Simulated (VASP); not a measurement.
Here is a VASP 6.6.1 calculation.

INCAR

```
SYSTEM = BaTiO3
PREC = Accurate
ENCUT = 520
EDIFF = 1E-7
ISMEAR = 0
SIGMA = 0.02
LREAL = .FALSE.
LASPH = .TRUE.
NELM = 80
ALGO = Normal
ISIF = 2
LWAVE = .FALSE.
LCHARG = .FALSE.
GGA = PE
NBANDS = 28
```

File KPOINTS:

```
regular mesh
0
G
  8 8 6
  0 0 0
```

Contents of POSCAR:

```
BaTiO3
1.0
    3.9256680472      0.0000000000      0.0000000000
    0.0000000000      3.9256680472      0.0000000000
    0.0000000000      0.0000000000      4.3396355141
Ba Ti O
1 1 3
Direct
    0.5000000000      0.5000000000      0.6006022887
    0.0000000000      0.0000000000      0.1157124600
    0.0000000000      0.5000000000      0.0564191287
    0.5000000000      0.0000000000      0.0564191287
    0.0000000000      0.0000000000      0.5308439838
```

Potentials or basis: VASP PAW PBE potentials, release 64 (Ba_sv, Ti_sv, O).

Command:

```bash
$ cat potpaw_PBE.64/Ba_sv/POTCAR potpaw_PBE.64/Ti_sv/POTCAR potpaw_PBE.64/O/POTCAR > POTCAR
$ mpirun -np 1 vasp_std > vasp.out
```

(1) Estimate the band gap on the k mesh.

(2) What does it give for the largest force?

(3) Predict the pressure.

Results:

(1) 1.83 eV, indirect (least direct gap 2.51 eV).

(2) 0.080 eV/Å.

(3) 3.7 GPa.

Caveat: the cell differs from its parent crystal (biaxial strain in the a-b plane: -1.5 %, then relaxed in part); spin-orbit coupling is left out, which moves the levels of the heavy elements.
